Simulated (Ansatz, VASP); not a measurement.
One calculation of BAs, two programs

INCAR

```
SYSTEM = BAs
PREC     = Accurate       ! precision mode
ENCUT    = 520            ! plane-wave cutoff, eV
EDIFF    = 1E-6           ! SCF threshold, eV
ISMEAR   = -1             ! smearing method
SIGMA    = 0.01           ! smearing width, eV
LREAL    = .False.        ! projectors in reciprocal space
LASPH    = .True.         ! aspherical terms in the spheres
NELM     = 100            ! most SCF steps
ALGO     = Normal         ! electronic algorithm
ISIF     = 2              ! what is computed and relaxed
LWAVE    = .False.        ! write WAVECAR
LCHARG   = .False.        ! write CHGCAR
NBANDS   = 11             ! bands
```

File KPOINTS:

```
Automatic mesh
0
Gamma
  15 15 15
  0 0 0
```

File POSCAR:

```
BAs
1.0
    0.0000000000      2.4096270000      2.4096270000
    2.4096270000      0.0000000000      2.4096270000
    2.4096270000      2.4096270000      0.0000000000
B As
1 1
Direct
    0.7500000000      0.7500000000      0.7500000000
    0.0000000000      0.0000000000      0.0000000000
```

Input for Ansatz:

```yaml
crystal:
  lattice:
    - [0.0, 2.409627, 2.409627]
    - [2.409627, 0.0, 2.409627]
    - [2.409627, 2.409627, 0.0]
  atoms:
    - { symbol: B, position: [0.75, 0.75, 0.75] }
    - { symbol: As, position: [0.0, 0.0, 0.0] }
kpoints:
  mp_grid: { grid: [15, 15, 15] }
scf:
  occupations: { method: fermi_dirac, width: 0.01 }
hamiltonian:
  xc: lda
  pseudopotentials: { kind: all_electron, lapw: { basis_error: 0.001 } }
output:
  forces: true
  stress: true
  eigenvalues: true
```

Alike in both runs: task single point; functional LDA; k mesh 15 × 15 × 15; occupations fermi-dirac, width 0.01 eV; no spin polarisation.

|  | VASP | Ansatz |
| --- | --- | --- |
| version | VASP 6.6.1 | Ansatz 0.2.0 |
| potentials or method | VASP PAW LDA potentials, release 64 (B, As), cutoff 520 eV | all-electron LAPW, scalar-relativistic |

Ansatz gave:

```
gap on the k mesh at the Fermi level (eV) : 1.15
pressure (GPa)                            : -7.2
```

**Question.** Which values does VASP return?

**Answer.** gap on the k mesh at the Fermi level (eV): 1.15; pressure (GPa): -6.5.

LDA's correlation is that of Perdew and Zunger in VASP and of Perdew and Wang (1992) in Ansatz. Ansatz ran all-electron here, and VASP with PAW potentials.
